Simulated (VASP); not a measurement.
The system is Ta4C3.

```xyz
7
Lattice="4.4453 0.0000 0.0000 0.0000 4.4453 0.0000 0.0000 0.0000 4.4453" Properties=species:S:1:pos:R:3 pbc="T T T"
Ta    0.0000    2.2226    2.2226
Ta    2.2226    0.0000    2.2226
Ta    2.2226    2.2226    0.0000
Ta    0.0000    0.0000    0.0000
C     2.2226    0.0000    0.0000
C     0.0000    2.2226    0.0000
C     0.0000    0.0000    2.2226
```

```yaml
Program: VASP 6.6.1
Task: relaxation of cell and atoms
Functional: PBEsol
Potentials_or_basis: VASP PAW PBE potentials, release 64 (Ta_pv, C)
Cutoff: 600 eV
k_mesh: 4 × 4 × 4
Occupations: gaussian, width 0.1 eV
Spin: no spin polarisation
```

At the start: pressure -7.9 GPa; volume 12.55 Å³/atom.

Q: How do energy, volume and symmetry change on relaxing?

A: Over 3 steps the energy falls by 8.5 meV/atom and the volume is 12.22 Å³/atom (-2.6 %); space group Pm-3m (No. 221, to 0.05 Å).

Step by step:
```
step  energy change (eV)  largest force (eV/Å)  pressure (GPa)  volume (Å³)
   1              0.0000                0.0000           -7.94        87.84
   2              0.3035                0.0000           22.98        80.17
   3             -0.0592                0.0000           -0.20        85.56
```

Final structure:
```yaml
crystal:
  lattice:
    - [4.40653, 0.00000, 0.00000]
    - [0.00000, 4.40653, 0.00000]
    - [0.00000, 0.00000, 4.40653]
  atoms:
    - { symbol: Ta, position: [0.00000, 0.50000, 0.50000] }
    - { symbol: Ta, position: [0.50000, 0.00000, 0.50000] }
    - { symbol: Ta, position: [0.50000, 0.50000, 0.00000] }
    - { symbol: Ta, position: [0.00000, 0.00000, 0.00000] }
    - { symbol: C, position: [0.50000, 0.00000, 0.00000] }
    - { symbol: C, position: [0.00000, 0.50000, 0.00000] }
    - { symbol: C, position: [0.00000, 0.00000, 0.50000] }
```

Caveat: the PAW data sets were made with another functional, which shifts forces and pressure a little.
